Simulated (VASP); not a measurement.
Here is a VASP 6.6.1 calculation.

File INCAR:

```
SYSTEM = Te2Mo
PREC = Accurate ; ENCUT = 520
EDIFF = 1E-7 ; ISMEAR = 0
SIGMA = 0.02 ; LREAL = .FALSE.
LASPH = .TRUE. ; NELM = 100
ALGO = Normal ; ISIF = 2
LWAVE = .FALSE. ; LCHARG = .TRUE.
GGA = PE ; IVDW = 12
LELF = .TRUE. ; LVHAR = .TRUE.
NBANDS = 35
```

Contents of KPOINTS:

```
Automatic mesh
0
G
  9 9 2
  0 0 0
```

The input POSCAR:

```
Te2Mo
1.0
    3.5452957524      0.0000000000      0.0000000000
   -1.7726478762      3.0703161855      0.0000000000
    0.0000000000      0.0000000000     14.6588311106
Te Mo
4 2
Direct
    0.3333333333      0.6666666667      0.6265368681
    0.6666666667      0.3333333333      0.1265368681
    0.3333333333      0.6666666667      0.8734631319
    0.6666666667      0.3333333333      0.3734631319
    0.3333333333      0.6666666667      0.2500000000
    0.6666666667      0.3333333333      0.7500000000
```

Potentials or basis: VASP PAW PBE potentials, release 64 (Te, Mo_sv).

Command:

```bash
$ cat potpaw_PBE.64/Te/POTCAR potpaw_PBE.64/Mo_sv/POTCAR > POTCAR
$ mpirun -np 1 vasp_std > vasp.out
```

(1) Estimate the pressure.

(2) What does it give for the largest force?

(3) Estimate the band gap on the k mesh.

(4) Estimate the dispersion energy per atom.

Answers

(1) -2.4 GPa.

(2) 0.013 eV/Å.

(3) 0.95 eV, indirect (least direct gap 1.03 eV).

(4) -0.504 eV.

Caveat: spin-orbit coupling is left out, which moves the levels of the heavy elements.
